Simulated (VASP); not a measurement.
Ti2Ga: single point with LDA

The system is Ti2Ga.

```
CELL_PARAMETERS angstrom
4.51000 0.00000 0.00000
-2.25500 3.90577 0.00000
0.00000 0.00000 5.50000
ATOMIC_POSITIONS crystal
Ti 0.33333 0.66667 0.75000
Ti 0.66667 0.33333 0.25000
Ti 0.00000 0.00000 0.00000
Ti 0.00000 0.00000 0.50000
Ga 0.33333 0.66667 0.25000
Ga 0.66667 0.33333 0.75000
```

```yaml
Program: VASP 6.6.1
Task: single point
Functional: LDA
Potentials_or_basis: VASP PAW LDA potentials, release 64 (Ti_sv, Ga_d)
Cutoff: 520 eV
k_mesh: 4 × 4 × 3
Occupations: methfessel-paxton, width 0.05 eV
Spin: no spin polarisation
```

```
Pressure               : -8.3 GPa
Band gap on the k mesh : zero (band 37 reaches 8.01 eV, above the bottom of band 38 at 7.34 eV)
```

Stress tensor (GPa, compression positive):
```
 -7.02   0.00   0.00
  0.00  -7.02   0.00
  0.00   0.00 -10.86
```

Levels at points of the mesh, in eV from the Fermi level:
| k point | band 35 | band 36 | band 37 | band 38 | band 39 | band 40 |
| --- | --- | --- | --- | --- | --- | --- |
| (0.00, 0.00, 0.00) | -0.97 | -0.97 | -0.60 | -0.60 | 1.30 | 1.30 |
| (0.50, 0.00, 0.00) | -1.09 | -0.41 | -0.20 | 0.01 | 0.53 | 0.74 |

It took 25 s on 1 thread of AMD EPYC 9R45 96-Core Processor (Zen 5) (shared host), peak memory 0.16 GiB.

Caveat: the k points lie up to 0.40 Å⁻¹ apart.
